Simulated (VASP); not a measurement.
# Cs (Fm-3m) in VASP: a series of runs

Runs on Cs. Level: LDA. Tasks: single point.

Everything below comes from runs of VASP 6.6.1. Logs are shortened: lines on timing, memory, paths and dates and some standing lists are left out, and cuts for length are marked.

### 1 The cell of the first run

It takes space group Fm-3m (No. 225, cubic). Conventional cell: a = 7.737 Å, b = 7.737 Å, c = 7.737 Å, α = 90.00°, β = 90.00°, γ = 90.00°.

This isn't the form of Cs at room conditions, which is bcc.

### 2 Single point, LDA (115.78 Å³/atom)

Input file INCAR:

```
PREC = Accurate
ENCUT = 520
EDIFF = 1E-6
ISMEAR = -1
SIGMA = 0.08
LREAL = False
LASPH = True
NELM = 80
ALGO = Normal
ISIF = 2
LWAVE = False
LCHARG = False
NBANDS = 10
```

Input file KPOINTS:

```
regular mesh
0
Gamma
  8 8 8
```

Input file POSCAR:

```
Cs
1.0
    0.0000000000      3.8684204905      3.8684204905
    3.8684204905      0.0000000000      3.8684204905
    3.8684204905      3.8684204905      0.0000000000
Cs
1
Direct
    0.0000000000      0.0000000000      0.0000000000
```

Potentials or basis: VASP PAW LDA potentials, release 64 (Cs_sv).

Launch:

```console
$ cat potpaw_LDA.64/Cs_sv/POTCAR > POTCAR
$ mpirun -np 1 vasp_std > vasp.out
```

OUTCAR:

```text
PREC = Accurate
   ENCUT = 520
   EDIFF = 1E-6
   ISMEAR = -1
   LREAL = False
   LASPH = True
   NELM = 80
   ISIF = 2

 ion  position               nearest neighbor table
   1  0.000  0.000  0.000-

  LATTYP: Found a face centered cubic cell.
 ALAT       =     7.7368409810

  Lattice vectors:

 A1 = (   0.0000000000,   3.8684204905,   3.8684204905)
 A2 = (   3.8684204905,   0.0000000000,   3.8684204905)
 A3 = (   3.8684204905,   3.8684204905,   0.0000000000)

Analysis of symmetry for initial positions (statically):
=====================================================================
 Subroutine PRICEL returns:
 Original cell was already a primitive cell.

 Routine SETGRP: Setting up the symmetry group for a
 face centered cubic supercell.

 Subroutine GETGRP returns: Found 48 space group operations
 (whereof 48 operations were pure point group operations)
 out of a pool of 48 trial point group operations.

The static configuration has the point symmetry O_h .

Analysis of symmetry for dynamics (positions and initial velocities):
=====================================================================
 Subroutine PRICEL returns:
 Original cell was already a primitive cell.

 Routine SETGRP: Setting up the symmetry group for a
 face centered cubic supercell.

 Subroutine GETGRP returns: Found 48 space group operations
 (whereof 48 operations were pure point group operations)
 out of a pool of 48 trial point group operations.

The dynamic configuration has the point symmetry O_h .

 Subroutine INISYM returns: Found 48 space group operations
 (whereof 48 operations are pure point group operations),
 and found     1 'primitive' translations

----------------------------------------------------------------------------------------

                                     Primitive cell

  volume of cell :     115.7793

  direct lattice vectors                    reciprocal lattice vectors
     0.000000000  3.868420491  3.868420491    -0.129251719  0.129251719  0.129251719
     3.868420491  0.000000000  3.868420491     0.129251719 -0.129251719  0.129251719
     3.868420491  3.868420491  0.000000000     0.129251719  0.129251719 -0.129251719

  length of vectors
     5.470772723  5.470772723  5.470772723     0.223870545  0.223870545  0.223870545

  position of ions in fractional coordinates (direct lattice)
     0.000000000  0.000000000  0.000000000

  ion indices of the primitive-cell ions
   primitive index   ion index
                 1           1

----------------------------------------------------------------------------------------

 KPOINTS: regular mesh

Automatic generation of k-mesh.
 Grid dimensions read from file:
 generate k-points for:    8    8    8

 Generating k-lattice:

  Cartesian coordinates                     Fractional coordinates (reciprocal lattice)
    -0.016156465  0.016156465  0.016156465     0.125000000  0.000000000  0.000000000
     0.016156465 -0.016156465  0.016156465     0.000000000  0.125000000  0.000000000
     0.016156465  0.016156465 -0.016156465     0.000000000  0.000000000  0.125000000

  Length of vectors
     0.027983818  0.027983818  0.027983818

  Shift w.r.t. Gamma in fractional coordinates (k-lattice)
     0.000000000  0.000000000  0.000000000

 Subroutine IBZKPT returns following result:
 ===========================================

 Found     29 irreducible k-points:

 Following reciprocal coordinates:
            Coordinates               Weight
  0.000000  0.000000  0.000000      1.000000
  0.125000  0.000000  0.000000      8.000000
  0.250000  0.000000  0.000000      8.000000
  0.375000  0.000000  0.000000      8.000000
  0.500000  0.000000  0.000000      4.000000
  0.125000  0.125000  0.000000      6.000000
[... 16 lines left out ...]
  0.500000  0.250000  0.125000     48.000000
 -0.375000  0.250000  0.125000     24.000000
 [... further k-points ...]
   k-points           NKPTS =     29   k-points in BZ     NKDIM =     29   number of bands    NBANDS=     10
   number of dos      NEDOS =    301   number of ions     NIONS =      1
   total plane-waves  NPLWV =  74088
   dimension x,y,z NGX =    42 NGY =   42 NGZ =   42
   dimension x,y,z NGXF=    84 NGYF=   84 NGZF=   84
   ions per type =               1
   NGX,Y,Z   is equivalent  to a cutoff of  12.76, 12.76, 12.76 a.u.
   NGXF,Y,Z  is equivalent  to a cutoff of  25.53, 25.53, 25.53 a.u.
 SYSTEM =  unknown system
   PREC   = accura    normal or accurate (medium, high low for compatibility)
   ISTART =      0    job   : 0-new  1-cont  2-samecut
   ICHARG =      2    charge: 1-file 2-atom 10-const
   ISPIN  =      1    spin polarized calculation?
   LNONCOLLINEAR =      F non collinear calculations
   LSORBIT =      F    spin-orbit coupling
   LASPH  =      T    aspherical Exc in radial PAW
   ENCUT  =  520.0 eV  38.22 Ry    6.18 a.u.  10.17 10.17 10.17*2*pi/ulx,y,z
   NELM   =     80;   NELMIN=  2; NELMDL= -5     # of ELM steps
   EDIFF  = 0.1E-05   stopping-criterion for ELM
   LREAL  =      F    real-space projection
   EDIFFG = 0.1E-04   stopping-criterion for IOM
   NSW    =      0    number of steps for IOM
   IBRION =     -1    ionic relax: 0-MD 1-quasi-New 2-CG
   NFREE  =      0    steps in history (QN), initial steepest desc. (CG)
   ISIF   =      2    stress and relaxation
   ISYM   =      2    0-nonsym 1-usesym 2-fastsym
   POTIM  = 0.5000    time-step for ionic-motion
   TEBEG  =    0.0;   TEEND  =   0.0 temperature during run
   PSTRESS=    0.0 pullay stress
   NELECT =       9.0000    total number of electrons
   NUPDOWN=      -1.0000    fix difference up-down
   EMIN   =  10.00;   EMAX   =-10.00  energy-range for DOS
   EFERMI =   0.00;   METHOD = LEGACY
   ISMEAR =    -1;   SIGMA  =   0.08  broadening in eV -4-tet -1-fermi 0-gaus
   EFERMI_NEDOS =   21; number of points for ismear=-14 and -15
   IALGO  =     38    algorithm
   IMIX   =      4    mixing-type and parameters
     AMIX     =   0.40;   BMIX     =  1.00
     AMIX_MAG =   1.60;   BMIX_MAG =  1.00
  volume/ion in A,a.u.               =     115.78       781.32
  Fermi-wavevector in a.u.,A,eV,Ry     =   0.698681  1.320315  6.641746  0.488155
  Thomas-Fermi vector in A             =   1.782351
   LORBIT       =      0    0 simple, 1 ext, 2 COOP (PROOUT), +10 PAW based schemes
   GGA     = CA    functional components
   LHFCALC =     F    Hartree Fock is set to
   AEXX    =    0.0000 exact exchange contribution
   IVDW    =     0    specifies the selected vdW correction
   LEPSILON=     F    determine dielectric tensor
   LRPA    =     F    only Hartree local field effects (RPA)
 non-spin polarized calculation
  energy-cutoff  :      520.00
  volume of cell :      115.78
 maximum number of plane-waves:      3142
 NGX is ok and might be reduce to    42
   NGX = 21   NGY = 21   NGZ = 21

 number of electron       8.9999999 magnetization

 Free energy of the ion-electron system (eV)
  ---------------------------------------------------
  ext. energy  EPLUGINS =         0.00000000
  ---------------------------------------------------
  free energy    TOTEN  =        -0.98188665 eV

  energy without entropy =       -0.95279517  energy(sigma->0) =       -0.96734091

 E-fermi :   0.2540     XC(G=0):  -5.5244

 val. band max:        0.2093771031   @ k =   0.5000   0.0000   0.0000
 cond. band min:       0.3015752630   @ k =   0.5000   0.1250   0.0000
 fundamental gap:      0.0921981599
 Fermi energy:         0.2540345972

 k-point     1 :       0.0000    0.0000    0.0000
  band No.  band energies     occupation
      1     -23.5518      2.00000
      2     -10.2898      2.00000
      3     -10.2898      2.00000
      4     -10.2898      2.00000
      5      -1.4078      2.00000
      6       2.6546      0.00000
      7       2.6546      0.00000
      8       2.6546      0.00000
      9       3.7165      0.00000
     10       3.7165      0.00000

 k-point     2 :       0.1250    0.0000    0.0000
  band No.  band energies     occupation
      1     -23.5509      2.00000
      2     -10.3104      2.00000
      3     -10.2925      2.00000
      4     -10.2925      2.00000
      5      -1.2455      2.00000
      6       2.3820      0.00000
      7       2.7246      0.00000
      8       2.7246      0.00000
      9       3.5999      0.00000
     10       3.5999      0.00000

 k-point     3 :       0.2500    0.0000    0.0000
  band No.  band energies     occupation
      1     -23.5488      2.00000
      2     -10.3592      2.00000
      3     -10.2992      2.00000
      4     -10.2992      2.00000
      5      -0.7958      2.00000
      6       1.8793      0.00000
      7       2.7451      0.00000
      8       2.7451      0.00000
      9       3.6417      0.00000
     10       3.6417      0.00000

 k-point     4 :       0.3750    0.0000    0.0000
  band No.  band energies     occupation
      1     -23.5467      2.00000
      2     -10.4068      2.00000
      3     -10.3058      2.00000
      4     -10.3058      2.00000
      5      -0.1867      1.99194
      6       1.3960      0.00000
      7       2.5989      0.00000
      8       2.5989      0.00000
      9       4.1227      0.00000
     10       4.1228      0.00000
[... 222 lines left out ...]
 k-point    22 :       0.3750    0.2500    0.1250
  band No.  band energies     occupation
      1     -23.5473      2.00000
      2     -10.3710      2.00000
      3     -10.3243      2.00000
      4     -10.3077      2.00000
      5      -0.4146      1.99953
      6       1.7359      0.00000
      7       2.2324      0.00000
      8       3.0526      0.00000
      9       3.2122      0.00000
     10       4.2489      0.00000

 k-point    23 :       0.5000    0.2500    0.1250
  band No.  band energies     occupation
      1     -23.5456      2.00000
      2     -10.3966      2.00000
      3     -10.3394      2.00000
      4     -10.3156      2.00000
      5       0.1858      1.40224
      6       1.4268      0.00000
      7       1.9383      0.00000
      8       2.8993      0.00000
      9       3.7018      0.00000
     10       4.4995      0.00000

 k-point    24 :      -0.3750    0.2500    0.1250
  band No.  band energies     occupation
      1     -23.5449      2.00000
      2     -10.4075      2.00000
      3     -10.3442      2.00000
      4     -10.3199      2.00000
      5       0.6655      0.01161
      6       1.0599      0.00008
      7       1.9294      0.00000
      8       2.8033      0.00000
      9       3.8092      0.00000
     10       4.6013      0.00000

 [... further k-points ...]

------------------------ aborting loop because EDIFF is reached ----------------------------------------

  FORCE on cell =-STRESS in cart. coord.  units (eV):
  Direction    XX          YY          ZZ          XY          YZ          ZX
  --------------------------------------------------------------------------------------
  -------------------------------------------------------------------------------------
  Total       -0.2455788     -0.2455788     -0.2455788      0.0000000      0.0000000     -0.0000000
  in kB       -3.3983683     -3.3983683     -3.3983683      0.0000000      0.0000000     -0.0000000
  external PRESSURE =      -3.3983683 kB  Pullay stress =       0.0000000 kB

 VOLUME and BASIS-vectors are now :
 -----------------------------------------------------------------------------
  energy-cutoff  :      520.00
  volume of cell :      115.78
      direct lattice vectors                 reciprocal lattice vectors
     0.000000000  3.868420491  3.868420491    -0.129251719  0.129251719  0.129251719
     3.868420491  0.000000000  3.868420491     0.129251719 -0.129251719  0.129251719
     3.868420491  3.868420491  0.000000000     0.129251719  0.129251719 -0.129251719

 POSITION                                       TOTAL-FORCE (eV/Angst)
 -----------------------------------------------------------------------------------
      0.00000      0.00000      0.00000        -0.000000      0.000000     -0.000000
 -----------------------------------------------------------------------------------
    total drift:                               -0.000000     -0.000000     -0.000000

  FREE ENERGIE OF THE ION-ELECTRON SYSTEM (eV)
  ---------------------------------------------------
  free  energy   TOTEN  =        -0.9818866494 eV

  energy  without entropy=       -0.9527951729  energy(sigma->0) =       -0.96734091
```

Run time: 21 s. Hardware: 1 thread of Intel Xeon Platinum 8259CL at 2.50GHz (Skylake/Cascade Lake), shared host; peak memory 0.21 GiB.

What came out:

```
Free energy            : -0.9819 eV
Pressure               : -0.3 GPa
Band gap on the k mesh : zero (an odd number of electrons rules out a gap without spin polarisation)
```

Caveat: spin-orbit coupling is left out, which moves the levels of the heavy elements.

### 3 Single point, LDA (119.41 Å³/atom)

This run uses another cell than the first one, of 119.41 Å³/atom.

Input file INCAR:

```
  ALGO = Normal
  EDIFF = 1E-6
  ENCUT = 520
  GGA = CA
  ISIF = 2
  ISMEAR = -1
  LASPH = T
  LCHARG = F
  LREAL = F
  LWAVE = F
  NBANDS = 10
  NELM = 60
  PREC = Accurate
  SIGMA = 0.08
```

Input file KPOINTS:

```
k-points
0
Gamma
  8 8 8
```

Input file POSCAR:

```
Cs
1.0
    0.0000000000      3.9084508339      3.9084508339
    3.9084508339      0.0000000000      3.9084508339
    3.9084508339      3.9084508339      0.0000000000
Cs
1
Direct
    0.0000000000      0.0000000000      0.0000000000
```

Potentials or basis: VASP PAW LDA potentials, release 64 (Cs_sv).

Launch:

```console
$ cat potpaw_LDA.64/Cs_sv/POTCAR > POTCAR
$ mpirun -np 1 vasp_std > vasp.out
```

Run time: 21 s. Hardware: 1 thread of Intel Xeon Platinum 8259CL at 2.50GHz (Skylake/Cascade Lake), shared host; peak memory 0.21 GiB.

The run converged. Its results:

```
Free energy            : -0.9740 eV
Pressure               : -0.4 GPa
Band gap on the k mesh : zero (an odd number of electrons rules out a gap without spin polarisation)
```

Levels at points of the mesh, in eV from the Fermi level:
```
           k point  band 2  band 3  band 4  band 5  band 6  band 7  band 8  band 9
(0.00, 0.00, 0.00)  -10.57  -10.57  -10.57   -1.63    2.38    2.38    2.38    3.41
(0.50, 0.00, 0.00)  -10.69  -10.59  -10.59   -0.03    0.82    2.26    2.26    4.18
(0.50, 0.50, 0.00)  -10.68  -10.61  -10.61    0.32    1.06    1.43    3.93    3.93
```

Caveat: spin-orbit coupling is left out, which moves the levels of the heavy elements.

### 4 Single point, LDA (126.80 Å³/atom)

This run uses another cell than the first one, of 126.80 Å³/atom.

Input file INCAR:

```
PREC = Accurate
ENCUT = 520
EDIFF = 1E-6
ISMEAR = -1
SIGMA = 0.08
LREAL = False
LASPH = True
NELM = 100
ALGO = Normal
ISIF = 2
LWAVE = False
LCHARG = False
NBANDS = 10
```

Input file KPOINTS:

```
regular mesh
0
Gamma
  8 8 8
```

Input file POSCAR:

```
Cs
1.0
    0.0000000000      3.9874307156      3.9874307156
    3.9874307156      0.0000000000      3.9874307156
    3.9874307156      3.9874307156      0.0000000000
Cs
1
Direct
    0.0000000000      0.0000000000      0.0000000000
```

Launch:

```console
$ cat potpaw_LDA.64/Cs_sv/POTCAR > POTCAR
$ mpirun -np 1 vasp_std > vasp.out
```

Run time: 21 s. Hardware: 1 thread of Intel Xeon Platinum 8259CL at 2.50GHz (Skylake/Cascade Lake), shared host; peak memory 0.21 GiB.

It converged, with:

* Free energy: -0.9559 eV
* Pressure: -0.4 GPa
* Band gap on the k mesh: zero (an odd number of electrons rules out a gap without spin polarisation)

Levels at points of the mesh, in eV from the Fermi level:
```
           k point  band 2  band 3  band 4  band 5  band 6  band 7  band 8  band 9
(0.00, 0.00, 0.00)  -10.62  -10.62  -10.62   -1.57    2.35    2.35    2.35    3.32
(0.50, 0.00, 0.00)  -10.71  -10.63  -10.63   -0.02    0.77    2.23    2.23    4.04
(0.50, 0.50, 0.00)  -10.71  -10.65  -10.65    0.36    1.09    1.35    3.76    3.76
```

Caveat: spin-orbit coupling is left out, which moves the levels of the heavy elements.

### 5 The runs side by side

```csv
cell,gap on the mesh (eV),pressure (GPa)
"a = 5.471 Å, angles 60.0°, 1 atom",none,-0.3
"a = 5.527 Å, angles 60.0°, 1 atom",none,-0.4
"a = 5.639 Å, angles 60.0°, 1 atom",none,-0.4
```

Alike in all rows: task single point; level LDA; potentials or basis VASP PAW LDA potentials, release 64 (Cs_sv); no spin polarisation; k mesh 8 × 8 × 8; cutoff (eV) 520; smearing fermi-dirac 0.08 eV.

Caveats: spin-orbit coupling is left out, which moves the levels of the heavy elements.

Total energies depend on the potentials used, so only differences within one code and one set of settings carry meaning.
